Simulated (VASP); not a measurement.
Wanted: the native input for a VASP 6.6.1 run.

| Item | Value |
| --- | --- |
| Task | single point |
| Functional | PBEsol |
| Potentials or basis | VASP PAW PBE potentials, release 64 (B) |
| Cutoff | 520 eV |
| k mesh | 15 × 15 × 15 |
| Occupations | fermi-dirac, width 0.1 eV |
| Spin | no spin polarisation |
| Dipole correction | no |
| Further INCAR settings | ALGO = Normal; EDIFF = 1e-06; NBANDS = 10 |

The structure of B lies in POSCAR:

```
B
1.0
    0.0000000000      2.0941015680      2.0941015680
    2.0941015680      0.0000000000      2.0941015680
    2.0941015680      2.0941015680      0.0000000000
B
2
Direct
    0.1250000000      0.1250000000      0.1250000000
    0.8750000000      0.8750000000      0.8750000000
```

This cell differs from its parent crystal: volume scaled by 1.12.

The input as run:

INCAR

```
SYSTEM = B
PREC     = Accurate       ! precision mode
ENCUT    = 520            ! plane-wave cutoff, eV
EDIFF    = 1E-6           ! SCF threshold, eV
ISMEAR   = -1             ! smearing method
SIGMA    = 0.1            ! smearing width, eV
LREAL    = .False.        ! projectors in reciprocal space
LASPH    = .True.         ! aspherical terms in the spheres
NELM     = 80             ! most SCF steps
ALGO     = Normal         ! electronic algorithm
ISIF     = 2              ! what is computed and relaxed
LWAVE    = .False.        ! write WAVECAR
LCHARG   = .True.         ! write CHGCAR
GGA      = PS             ! functional
LELF     = .True.         ! ELF
LVHAR    = .True.       
NBANDS   = 10             ! bands
```

KPOINTS

```
regular mesh
0
Gamma
  15 15 15
  0 0 0
```

Potentials or basis: VASP PAW PBE potentials, release 64 (B).

Run with:

```sh
$ cat potpaw_PBE.64/B/POTCAR > POTCAR
$ mpirun -np 1 vasp_std > vasp.out
```

Results of the run:

```yaml
Pressure: -16.9 GPa
Band_gap_on_the_k_mesh: zero (band 3 reaches 6.73 eV, above the bottom of band 4 at 0.63 eV)
```

Caveat: the PAW data sets were made with another functional, which shifts forces and pressure a little.

Wall time 7 s on 1 thread of Intel(R) Xeon(R) 6975P-C (Granite Rapids), on a shared host, peak memory 0.14 GiB.
